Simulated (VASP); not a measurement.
A run of VASP 6.6.1 is set up as follows.

INCAR

```
SYSTEM = FeO
PREC     = Accurate       ! precision mode
ENCUT    = 520            ! plane-wave cutoff, eV
EDIFF    = 1E-6           ! SCF threshold, eV
ISMEAR   = -1             ! smearing method
SIGMA    = 0.05           ! smearing width, eV
LREAL    = .FALSE.        ! projectors in reciprocal space
LASPH    = .TRUE.         ! aspherical terms in the spheres
NELM     = 150            ! most SCF steps
ALGO     = Normal         ! electronic algorithm
ISIF     = 2              ! what is computed and relaxed
LWAVE    = .FALSE.        ! write WAVECAR
LCHARG   = .FALSE.        ! write CHGCAR
ISPIN    = 2              ! spin polarisation
MAGMOM   = 6 0            ! initial moments
LORBIT   = 11             ! projections on sites
NUPDOWN  = 6.0            ! fixed moment
LMAXMIX  = 4              ! l up to which the mixer works
GGA      = PE             ! functional
NBANDS   = 18             ! bands
```

The input KPOINTS:

```
Automatic mesh
0
G
  10 10 10
  0 0 0
```

POSCAR

```
FeO
1.0
   -1.6021034130      1.6021034130      2.0833922500
    1.6021034130     -1.6021034130      2.0833922500
    1.6021034130      1.6021034130     -2.0833922500
Fe O
1 1
Direct
    0.0000000000      0.0000000000      0.0000000000
    0.5000000000      0.5000000000      0.0000000000
```

Potentials or basis: VASP PAW PBE potentials, release 64 (Fe, O).

Launch:

```console
$ cat potpaw_PBE.64/Fe/POTCAR potpaw_PBE.64/O/POTCAR > POTCAR
$ mpirun -np 1 vasp_std > vasp.out
```

Task: Predict the pressure.

Result: 39.2 GPa.

Stress tensor (GPa, compression positive):
```
36.36  0.00  0.00
 0.00 36.36  0.00
 0.00  0.00 45.03
```

Caveat: the cell stands under pressure; the total moment is fixed, so each spin has its own Fermi level; a cell with one magnetic atom can't hold antiferromagnetic order, which such compounds often take.
